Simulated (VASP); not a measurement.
# HfN (F-43m) in VASP: settings compared

Aim: see how the results for HfN move with the level of theory and the settings. Levels: LDA, PBEsol, r2SCAN, HSE06. Tasks: single point.

Everything below comes from runs of VASP 6.6.1. Logs are shortened: lines on timing, memory, paths and dates and some standing lists are left out, and cuts for length are marked.

**1. The cell of the first run**

It takes space group F-43m (No. 216, cubic). Conventional cell: a = 4.910 Å, b = 4.910 Å, c = 4.910 Å, α = 90.00°, β = 90.00°, γ = 90.00°. Within 2.8 Å of Hf (site symmetry -43m) lie 4 N at 2.13 Å. N (site symmetry -43m) has 4 Hf at 2.13 Å within 2.8 Å.

**2. Single point, LDA**

Input file INCAR:

```
ALGO     = Normal         # electronic algorithm
EDIFF    = 1E-6           # SCF threshold, eV
ENCUT    = 520            # plane-wave cutoff, eV
GGA      = CA             # functional
ISIF     = 2              # what is computed and relaxed
ISMEAR   = -1             # smearing method
LASPH    = T              # aspherical terms in the spheres
LCHARG   = F              # write CHGCAR
LREAL    = F              # projectors in reciprocal space
LWAVE    = F              # write WAVECAR
NBANDS   = 14             # bands
NELM     = 100            # most SCF steps
PREC     = Accurate       # precision mode
SIGMA    = 0.05           # smearing width, eV
```

Input file KPOINTS:

```
k-points
0
Gamma
  5 5 5
```

Input file POSCAR:

```
HfN
1.0
    0.0000000000      2.4548220000      2.4548220000
    2.4548220000      0.0000000000      2.4548220000
    2.4548220000      2.4548220000      0.0000000000
Hf N
1 1
Direct
    0.0000000000      0.0000000000      0.0000000000
    0.2500000000      0.2500000000      0.2500000000
```

Potentials or basis: VASP PAW LDA potentials, release 64 (Hf_pv, N).

Command:

```bash
$ cat potpaw_LDA.64/Hf_pv/POTCAR potpaw_LDA.64/N/POTCAR > POTCAR
$ mpirun -np 1 vasp_std > vasp.out
```

OUTCAR:

```text
EDIFF = 1E-6
   ENCUT = 520
   GGA = CA
   ISIF = 2
   ISMEAR = -1
   LASPH = T
   LREAL = F
   NELM = 100
   PREC = Accurate

 ion  position               nearest neighbor table
   1  0.000  0.000  0.000-   2 2.13   2 2.13   2 2.13   2 2.13
   2  0.250  0.250  0.250-   1 2.13   1 2.13   1 2.13   1 2.13

  LATTYP: Found a face centered cubic cell.
 ALAT       =     4.9096440000

  Lattice vectors:

 A1 = (   0.0000000000,   2.4548220000,   2.4548220000)
 A2 = (   2.4548220000,   0.0000000000,   2.4548220000)
 A3 = (   2.4548220000,   2.4548220000,   0.0000000000)

Analysis of symmetry for initial positions (statically):
=====================================================================
 Subroutine PRICEL returns:
 Original cell was already a primitive cell.

 Routine SETGRP: Setting up the symmetry group for a
 face centered cubic supercell.

 Subroutine GETGRP returns: Found 24 space group operations
 (whereof 24 operations were pure point group operations)
 out of a pool of 48 trial point group operations.

The static configuration has the point symmetry T_d .

Analysis of symmetry for dynamics (positions and initial velocities):
=====================================================================
 Subroutine PRICEL returns:
 Original cell was already a primitive cell.

 Routine SETGRP: Setting up the symmetry group for a
 face centered cubic supercell.

 Subroutine GETGRP returns: Found 24 space group operations
 (whereof 24 operations were pure point group operations)
 out of a pool of 48 trial point group operations.

The dynamic configuration has the point symmetry T_d .

 Subroutine INISYM returns: Found 24 space group operations
 (whereof 24 operations are pure point group operations),
 and found     1 'primitive' translations

----------------------------------------------------------------------------------------

                                     Primitive cell

  volume of cell :      29.5863

  direct lattice vectors                    reciprocal lattice vectors
     0.000000000  2.454822000  2.454822000    -0.203680756  0.203680756  0.203680756
     2.454822000  0.000000000  2.454822000     0.203680756 -0.203680756  0.203680756
     2.454822000  2.454822000  0.000000000     0.203680756  0.203680756 -0.203680756

  length of vectors
     3.471642566  3.471642566  3.471642566     0.352785417  0.352785417  0.352785417

  position of ions in fractional coordinates (direct lattice)
     0.000000000  0.000000000  0.000000000
     0.250000000  0.250000000  0.250000000

  ion indices of the primitive-cell ions
   primitive index   ion index
                 1           1
                 2           2

----------------------------------------------------------------------------------------

 KPOINTS: k-points

Automatic generation of k-mesh.
 Grid dimensions read from file:
 generate k-points for:    5    5    5

 Generating k-lattice:

  Cartesian coordinates                     Fractional coordinates (reciprocal lattice)
    -0.040736151  0.040736151  0.040736151     0.200000000  0.000000000  0.000000000
     0.040736151 -0.040736151  0.040736151     0.000000000  0.200000000  0.000000000
     0.040736151  0.040736151 -0.040736151     0.000000000  0.000000000  0.200000000

  Length of vectors
     0.070557083  0.070557083  0.070557083

  Shift w.r.t. Gamma in fractional coordinates (k-lattice)
     0.000000000  0.000000000  0.000000000

 Subroutine IBZKPT returns following result:
 ===========================================

 Found     10 irreducible k-points:

 Following reciprocal coordinates:
            Coordinates               Weight
  0.000000  0.000000  0.000000      1.000000
  0.200000  0.000000  0.000000      8.000000
  0.400000  0.000000  0.000000      8.000000
  0.200000  0.200000  0.000000      6.000000
  0.400000  0.200000  0.000000     24.000000
 -0.400000  0.200000  0.000000     24.000000
 -0.200000  0.200000  0.000000     12.000000
  0.400000  0.400000  0.000000      6.000000
 -0.400000  0.400000  0.000000     12.000000
 -0.400000  0.400000  0.200000     24.000000
   k-points           NKPTS =     10   k-points in BZ     NKDIM =     10   number of bands    NBANDS=     14
   number of dos      NEDOS =    301   number of ions     NIONS =      2
   total plane-waves  NPLWV =  21952
   dimension x,y,z NGX =    28 NGY =   28 NGZ =   28
   dimension x,y,z NGXF=    56 NGYF=   56 NGZF=   56
   ions per type =               1   1
   NGX,Y,Z   is equivalent  to a cutoff of  13.41, 13.41, 13.41 a.u.
   NGXF,Y,Z  is equivalent  to a cutoff of  26.82, 26.82, 26.82 a.u.
 SYSTEM =  unknown system
   PREC   = accura    normal or accurate (medium, high low for compatibility)
   ISTART =      0    job   : 0-new  1-cont  2-samecut
   ICHARG =      2    charge: 1-file 2-atom 10-const
   ISPIN  =      1    spin polarized calculation?
   LNONCOLLINEAR =      F non collinear calculations
   LSORBIT =      F    spin-orbit coupling
[... 27 lines left out ...]
   LORBIT       =      0    0 simple, 1 ext, 2 COOP (PROOUT), +10 PAW based schemes
   GGA     = CA    functional components
   LHFCALC =     F    Hartree Fock is set to
   AEXX    =    0.0000 exact exchange contribution
   IVDW    =     0    specifies the selected vdW correction
   LEPSILON=     F    determine dielectric tensor
   LRPA    =     F    only Hartree local field effects (RPA)
 non-spin polarized calculation
  energy-cutoff  :      520.00
  volume of cell :       29.59
 maximum number of plane-waves:       821
 NGX is ok and might be reduce to    28
   NGX = 13   NGY = 13   NGZ = 13

 number of electron      15.0000001 magnetization

 Free energy of the ion-electron system (eV)
  ---------------------------------------------------
  ext. energy  EPLUGINS =         0.00000000
  ---------------------------------------------------
  free energy    TOTEN  =       -22.95825090 eV

  energy without entropy =      -22.94023745  energy(sigma->0) =      -22.94924417

 E-fermi :   5.6538     XC(G=0): -11.5066

 val. band max:        5.6084778141   @ k =   0.4000   0.2000   0.0000
 cond. band min:       5.7662149869   @ k =  -0.4000   0.2000   0.0000
 fundamental gap:      0.1577371728
 Fermi energy:         5.6538191267

 k-point     1 :       0.0000    0.0000    0.0000
  band No.  band energies     occupation
      1     -25.3599      2.00000
      2     -25.3599      2.00000
      3     -25.3599      2.00000
      4     -10.3491      2.00000
      5       0.1155      2.00000
      6       0.1155      2.00000
      7       0.1155      2.00000
      8       4.9449      2.00000
      9       7.6924      0.00000
     10       7.6924      0.00000
     11      12.1091      0.00000
     12      12.1091      0.00000
     13      12.1091      0.00000
     14      16.9724      0.00000

 k-point     2 :       0.2000    0.0000    0.0000
  band No.  band energies     occupation
      1     -25.5318      2.00000
      2     -25.3822      2.00000
      3     -25.3822      2.00000
      4      -9.9240      2.00000
      5      -0.4073      2.00000
      6       0.3654      2.00000
      7       0.3654      2.00000
      8       6.5869      0.00000
      9       7.3180      0.00000
     10       7.3180      0.00000
     11      11.3407      0.00000
     12      12.5565      0.00000
     13      12.5565      0.00000
     14      15.1242      0.00000

 k-point     3 :       0.4000    0.0000    0.0000
  band No.  band energies     occupation
      1     -25.7956      2.00000
      2     -25.4180      2.00000
      3     -25.4180      2.00000
      4      -9.3224      2.00000
      5      -0.2587      2.00000
      6       0.6684      2.00000
      7       0.6684      2.00000
      8       7.3403      0.00000
      9       7.8416      0.00000
     10       7.8416      0.00000
     11      10.1183      0.00000
     12      11.3227      0.00000
     13      11.3227      0.00000
     14      14.2204      0.00000
[... 86 lines left out ...]
 k-point     9 :      -0.4000    0.4000    0.0000
  band No.  band energies     occupation
      1     -25.7892      2.00000
      2     -25.5873      2.00000
      3     -25.5015      2.00000
      4      -8.8548      2.00000
      5      -0.8467      2.00000
      6       1.5895      2.00000
      7       1.7275      2.00000
      8       4.3710      2.00000
      9       7.5656      0.00000
     10       8.4824      0.00000
     11      10.9880      0.00000
     12      11.1942      0.00000
     13      15.2694      0.00000
     14      16.0416      0.00000

 k-point    10 :      -0.4000    0.4000    0.2000
  band No.  band energies     occupation
      1     -25.7514      2.00000
      2     -25.5916      2.00000
      3     -25.4961      2.00000
      4      -8.9198      2.00000
      5      -0.3303      2.00000
      6       0.6270      2.00000
      7       1.7535      2.00000
      8       4.8264      2.00000
      9       6.9842      0.00000
     10       8.9013      0.00000
     11      11.0029      0.00000
     12      11.8677      0.00000
     13      13.7836      0.00000
     14      15.9655      0.00000

------------------------ aborting loop because EDIFF is reached ----------------------------------------

  FORCE on cell =-STRESS in cart. coord.  units (eV):
  Direction    XX          YY          ZZ          XY          YZ          ZX
  --------------------------------------------------------------------------------------
  -------------------------------------------------------------------------------------
  Total       -1.7560346     -1.7560346     -1.7560346     -0.0000000      0.0000000     -0.0000000
  in kB      -95.0941135    -95.0941135    -95.0941135     -0.0000000      0.0000000     -0.0000000
  external PRESSURE =     -95.0941135 kB  Pullay stress =       0.0000000 kB

 VOLUME and BASIS-vectors are now :
 -----------------------------------------------------------------------------
  energy-cutoff  :      520.00
  volume of cell :       29.59
      direct lattice vectors                 reciprocal lattice vectors
     0.000000000  2.454822000  2.454822000    -0.203680756  0.203680756  0.203680756
     2.454822000  0.000000000  2.454822000     0.203680756 -0.203680756  0.203680756
     2.454822000  2.454822000  0.000000000     0.203680756  0.203680756 -0.203680756

 POSITION                                       TOTAL-FORCE (eV/Angst)
 -----------------------------------------------------------------------------------
      0.00000      0.00000      0.00000        -0.000000     -0.000000     -0.000000
      1.22741      1.22741      1.22741         0.000000      0.000000      0.000000
 -----------------------------------------------------------------------------------
    total drift:                               -0.000000     -0.000000     -0.000000

  FREE ENERGIE OF THE ION-ELECTRON SYSTEM (eV)
  ---------------------------------------------------
  free  energy   TOTEN  =       -22.9582509004 eV

  energy  without entropy=      -22.9402374479  energy(sigma->0) =      -22.94924417
```

Run time: 5.7 s. Hardware: 1 thread of Intel Xeon Platinum 8259CL at 2.50GHz (Skylake/Cascade Lake), shared host; peak memory 0.14 GiB.

What came out:

| Property | Result |
| --- | --- |
| Free energy | -22.9583 eV |
| Pressure | -9.5 GPa |
| Band gap on the k mesh | zero (an odd number of electrons rules out a gap without spin polarisation) |

Levels at points of the mesh, in eV from the Fermi level:
```
           k point  band 3  band 4  band 5  band 6  band 7  band 8  band 9  band 10  band 11  band 12
(0.00, 0.00, 0.00)  -31.01  -16.00   -5.54   -5.54   -5.54   -0.71    2.04     2.04     6.46     6.46
```

Caveat: the k points lie up to 0.44 Å⁻¹ apart, too coarse for converged energies and pressures of a metal; spin-orbit coupling is left out, which moves the levels of the heavy elements; an odd number of electrons without spin polarisation forces a metal; a magnetic or distorted state may lie lower.

**3. Single point, PBEsol**

Input file INCAR:

```
PREC     = Accurate       # precision mode
ENCUT    = 520            # plane-wave cutoff, eV
EDIFF    = 1E-6           # SCF threshold, eV
ISMEAR   = -1             # smearing method
SIGMA    = 0.05           # smearing width, eV
LREAL    = False          # projectors in reciprocal space
LASPH    = True           # aspherical terms in the spheres
NELM     = 60             # most SCF steps
ALGO     = Normal         # electronic algorithm
ISIF     = 2              # what is computed and relaxed
LWAVE    = False          # write WAVECAR
LCHARG   = False          # write CHGCAR
GGA      = PS             # functional
NBANDS   = 14             # bands
```

Input file KPOINTS:

```
Automatic mesh
0
Gamma
  5 5 5
```

POSCAR is that of step 2.

Potentials or basis: VASP PAW PBE potentials, release 64 (Hf_pv, N).

Command:

```bash
$ cat potpaw_PBE.64/Hf_pv/POTCAR potpaw_PBE.64/N/POTCAR > POTCAR
$ mpirun -np 1 vasp_std > vasp.out
```

It took 8 s on 1 thread of Intel Xeon Platinum 8259CL at 2.50GHz (Skylake/Cascade Lake), shared host; peak memory 0.15 GiB.

The run converged. Its results:

```yaml
Free_energy: -22.1934 eV
Pressure: -5.5 GPa
Band_gap_on_the_k_mesh: zero (an odd number of electrons rules out a gap without spin polarisation)
```

Levels at points of the mesh, in eV from the Fermi level:
```tsv
k point	band 5	band 6	band 7	band 8	band 9	band 10
(0.00, 0.00, 0.00)	-5.55	-5.55	-5.55	-0.83	2.11	2.11
```

Caveat: the k points lie up to 0.44 Å⁻¹ apart, too coarse for converged energies and pressures of a metal; the PAW data sets were made with another functional, which shifts forces and pressure a little; spin-orbit coupling is left out, which moves the levels of the heavy elements; an odd number of electrons without spin polarisation forces a metal; a magnetic or distorted state may lie lower.

**4. Single point, r2SCAN**

POSCAR is that of step 3.

Input file INCAR.step1:

```
SYSTEM = HfN
PREC = Accurate ; ENCUT = 520
ISMEAR = -1 ; SIGMA = 0.05
LREAL = .FALSE. ; LASPH = .TRUE.
NELM = 100 ; NBANDS = 14
GGA = PE ; ALGO = Normal
EDIFF = 1E-4 ; LWAVE = .TRUE.
LCHARG = .FALSE.
```

Input file INCAR.step2:

```
SYSTEM = HfN
PREC = Accurate ; ENCUT = 520
EDIFF = 1E-6 ; ISMEAR = -1
SIGMA = 0.05 ; LREAL = .FALSE.
LASPH = .TRUE. ; NELM = 100
ALGO = Normal ; ISIF = 2
LWAVE = .FALSE. ; LCHARG = .FALSE.
METAGGA = R2SCAN ; LMIXTAU = .TRUE.
NBANDS = 14 ; ISTART = 1
```

Input file KPOINTS:

```
regular mesh
0
G
  5 5 5
  0 0 0
```

Command:

```bash
$ cat potpaw_PBE.64/Hf_pv/POTCAR potpaw_PBE.64/N/POTCAR > POTCAR
$ cp INCAR.step1 INCAR
$ mpirun -np 1 vasp_std > vasp.out
$ cp INCAR.step2 INCAR
$ mpirun -np 1 vasp_std > vasp.out
```

Wall time 26 s (1 thread of Intel Xeon Platinum 8259CL at 2.50GHz (Skylake/Cascade Lake), shared host); peak memory 0.16 GiB.

It converged, with:

```
Free energy            : -57.6434 eV
Pressure               : -3.1 GPa
Band gap on the k mesh : zero (an odd number of electrons rules out a gap without spin polarisation)
```

Levels at points of the mesh, in eV from the Fermi level:
```
           k point  band 4  band 5  band 6  band 7  band 8  band 9  band 10  band 11
(0.00, 0.00, 0.00)  -17.37   -5.94   -5.94   -5.94   -0.81    2.33     2.33     6.78
```

Caveat: the k points lie up to 0.44 Å⁻¹ apart, too coarse for converged energies and pressures of a metal; the PAW data sets were made with another functional, which shifts forces and pressure a little; spin-orbit coupling is left out, which moves the levels of the heavy elements; an odd number of electrons without spin polarisation forces a metal; a magnetic or distorted state may lie lower.

**5. Single point, HSE06**

POSCAR is that of step 4.

Input file INCAR.step1:

```
SYSTEM = HfN
PREC     = Accurate       ! precision mode
ENCUT    = 520            ! plane-wave cutoff, eV
EDIFF    = 1E-5           ! SCF threshold, eV
ISMEAR   = -1             ! smearing method
SIGMA    = 0.05           ! smearing width, eV
LREAL    = .FALSE.        ! projectors in reciprocal space
LASPH    = .TRUE.         ! aspherical terms in the spheres
NELM     = 80             ! most SCF steps
ALGO     = Normal         ! electronic algorithm
ISIF     = 2              ! what is computed and relaxed
LWAVE    = .TRUE.         ! write WAVECAR
LCHARG   = .FALSE.        ! write CHGCAR
GGA      = PE             ! functional
NBANDS   = 14             ! bands
```

Input file INCAR.step2:

```
SYSTEM = HfN
PREC     = Accurate       ! precision mode
ENCUT    = 520            ! plane-wave cutoff, eV
EDIFF    = 1E-6           ! SCF threshold, eV
ISMEAR   = -1             ! smearing method
SIGMA    = 0.05           ! smearing width, eV
LREAL    = .FALSE.        ! projectors in reciprocal space
LASPH    = .TRUE.         ! aspherical terms in the spheres
NELM     = 80             ! most SCF steps
ALGO     = Normal         ! electronic algorithm
ISIF     = 2              ! what is computed and relaxed
LWAVE    = .FALSE.        ! write WAVECAR
LCHARG   = .FALSE.        ! write CHGCAR
GGA      = PE             ! functional
LHFCALC  = .TRUE.         ! exact exchange
HFSCREEN = 0.2079         ! screening, 1/A
PRECFOCK = Normal       
ISTART   = 1            
NBANDS   = 14             ! bands
```

KPOINTS is that of step 4.

Command:

```bash
$ cat potpaw_PBE.64/Hf_pv/POTCAR potpaw_PBE.64/N/POTCAR > POTCAR
$ cp INCAR.step1 INCAR
$ mpirun -np 1 vasp_std > vasp.out
$ cp INCAR.step2 INCAR
$ mpirun -np 1 vasp_std > vasp.out
```

Run time: 11 min. Hardware: 1 thread of Intel Xeon Platinum 8259CL at 2.50GHz (Skylake/Cascade Lake), shared host; peak memory 0.26 GiB.

It converged, with:

```
Free energy            : -24.5962 eV
Pressure               : -4.1 GPa
Band gap on the k mesh : zero (an odd number of electrons rules out a gap without spin polarisation)
```

Levels at points of the mesh, in eV from the Fermi level:
```tsv
k point	band 5	band 6	band 7	band 8	band 9	band 10
(0.00, 0.00, 0.00)	-6.66	-6.66	-6.66	-0.75	2.68	2.68
```

Caveat: the k points lie up to 0.44 Å⁻¹ apart, too coarse for converged energies and pressures of a metal; the PAW data sets were made with another functional, which shifts forces and pressure a little; spin-orbit coupling is left out, which moves the levels of the heavy elements; an odd number of electrons without spin polarisation forces a metal; a magnetic or distorted state may lie lower.

**6. The runs side by side**

| level | potentials or basis | grid for exact exchange (PRECFOCK) | share of exact exchange | screening parameter | gap on the mesh (eV) | pressure (GPa) |
| --- | --- | --- | --- | --- | --- | --- |
| LDA | VASP PAW LDA potentials, release 64 (Hf_pv, N) | - | - | - | none | -9.5 |
| PBEsol | VASP PAW PBE potentials, release 64 (Hf_pv, N) | - | - | - | none | -5.5 |
| r2SCAN | VASP PAW PBE potentials, release 64 (Hf_pv, N) | - | - | - | none | -3.1 |
| HSE06 | VASP PAW PBE potentials, release 64 (Hf_pv, N) | Normal | 0.25 | 0.2079 1/Å | none | -4.1 |

Alike in all rows: task single point; no spin polarisation; cell as given; k mesh 5 × 5 × 5; cutoff (eV) 520; smearing fermi-dirac 0.05 eV.

Caveats: all runs use coarse meshes; spin-orbit coupling is left out, which moves the levels of the heavy elements; an odd number of electrons without spin polarisation forces a metal; a magnetic or distorted state may lie lower; the PAW data sets were made with another functional, which shifts forces and pressure a little (at least some runs).

Absolute energies hang on the potentials; compare differences alone.

The gap in the log of VASP goes by the Fermi energy; the results here count the filled bands.